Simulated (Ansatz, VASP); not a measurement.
# Two plane-wave programs on SnO2

```
Sn O
1.0
     4.74320    0.00000    0.00000
     0.00000    4.74482    0.00000
     0.00000    0.00000    3.20354
Sn O
2 4
Direct
  0.50000 0.50000 0.50000
  0.00000 0.00000 0.00000
  0.30596 0.30615 0.00000
  0.80596 0.19385 0.50000
  0.19404 0.80615 0.50000
  0.69404 0.69385 0.00000
```

Alike in both runs: functional PBEsol; dispersion D3(BJ); k mesh 6 × 4 × 6; no spin polarisation.

Ansatz relaxed the structure, and its values are those at the end. VASP's run is a single point on that final structure, the one shown.

|  | VASP | Ansatz |
| --- | --- | --- |
| version | VASP 6.6.1 | Ansatz 0.2.0 |
| potentials or method | VASP PAW PBE potentials, release 64 (Sn_d, O), cutoff 520 eV | plane waves, PAW |
| occupations | gaussian, width 0.01 eV | fixed |
| valence electrons in the cell | 52 | 52 |

```tsv
	VASP	Ansatz	Ansatz less VASP
pressure (GPa)	0.6	0.0	-0.65
rms of the force components (eV/Å)	0.007	0.000	-0.0070
```

VASP's potentials were made for PBE, not for PBEsol. Ansatz's warnings: stress scf threshold loose.
